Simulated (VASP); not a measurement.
Set up this calculation in VASP 6.6.1, as the native input.

| Quantity | Value |
| --- | --- |
| Task | single point |
| Functional | PBE |
| Potentials or basis | VASP PAW PBE potentials, release 64 (Ta_pv, Si) |
| Cutoff | 520 eV |
| k mesh | 6 × 6 × 6 |
| Occupations | gaussian, width 0.1 eV |
| Spin | no spin polarisation |
| Dipole correction | no |
| Further INCAR settings | ALGO = Normal; EDIFF = 1e-06; NBANDS = 16 |

The structure of TaSi2 lies in POSCAR:

```
TaSi2
1.0
    1.8011973309      1.0399217656      4.3590889186
   -1.8011973309      1.0399217656      4.3590889186
    0.0000000000     -2.0798435260      4.3590889198
Ta Si
1 2
Direct
    0.1959654117      0.1959654117      0.1959654117
   -0.0144790590     -0.0144790590     -0.0144790590
    0.4063789973      0.4063789973      0.4063789973
```

The input as run:

INCAR

```
ALGO = Normal ; EDIFF = 1E-6
ENCUT = 520 ; GGA = PE
ISIF = 2 ; ISMEAR = 0
LASPH = T ; LCHARG = T
LELF = T ; LREAL = F
LVHAR = T ; LWAVE = F
NBANDS = 16 ; NELM = 80
PREC = Accurate ; SIGMA = 0.1
```

KPOINTS

```
k-points
0
Gamma
  6 6 6
```

Potentials or basis: VASP PAW PBE potentials, release 64 (Ta_pv, Si).

Run with:

```console
$ cat potpaw_PBE.64/Ta_pv/POTCAR potpaw_PBE.64/Si/POTCAR > POTCAR
$ mpirun -np 1 vasp_std > vasp.out
```

It gave:

```
Pressure      : -0.1 GPa
Largest force : 0.033 eV/Å
```

Run time: 32 s on 1 thread of Intel(R) Xeon(R) Platinum 8259CL CPU @ 2.50GHz (Skylake/Cascade Lake), on a shared host, peak memory 0.21 GiB.
